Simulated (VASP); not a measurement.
A run of VASP 6.6.1 is set up as follows.

INCAR

```
PREC     = Accurate       # precision mode
ENCUT    = 520            # plane-wave cutoff, eV
EDIFF    = 1E-7           # SCF threshold, eV
ISMEAR   = 0              # smearing method
SIGMA    = 0.1            # smearing width, eV
LREAL    = False          # projectors in reciprocal space
LASPH    = True           # aspherical terms in the spheres
NELM     = 100            # most SCF steps
ALGO     = Normal         # electronic algorithm
ISIF     = 2              # what is computed and relaxed
LWAVE    = False          # write WAVECAR
LCHARG   = False          # write CHGCAR
GGA      = PE             # functional
NBANDS   = 36             # bands
```

The input KPOINTS:

```
Automatic mesh
0
Gamma
  4 4 6
```

POSCAR

```
Mo3W
1.0
    4.4755725033      0.0000000000      0.0000000000
    0.0000000000      4.4755725033      0.0000000000
    0.0000000000      0.0000000000      3.1754520729
Mo W
3 1
Direct
    0.5000000000      0.0000000000      0.0000000000
    0.5000000000      0.5000000000      0.5000000000
    0.0000000000      0.5000000000      0.0000000000
    0.0000000000      0.0000000000      0.5000000000
```

Potentials or basis: VASP PAW PBE potentials, release 64 (Mo_sv, W_sv).

The run is started by

```bash
$ cat potpaw_PBE.64/Mo_sv/POTCAR potpaw_PBE.64/W_sv/POTCAR > POTCAR
$ mpirun -np 1 vasp_std > vasp.out
```

**Question.** Predict the band gap on the k mesh.

**Answer.** Zero (bands 28 and 29 overlap by 2.16 eV).

**Question.** Predict the pressure.

**Answer.** 0.5 GPa.

Caveat: spin-orbit coupling is left out, which moves the levels of the heavy elements.
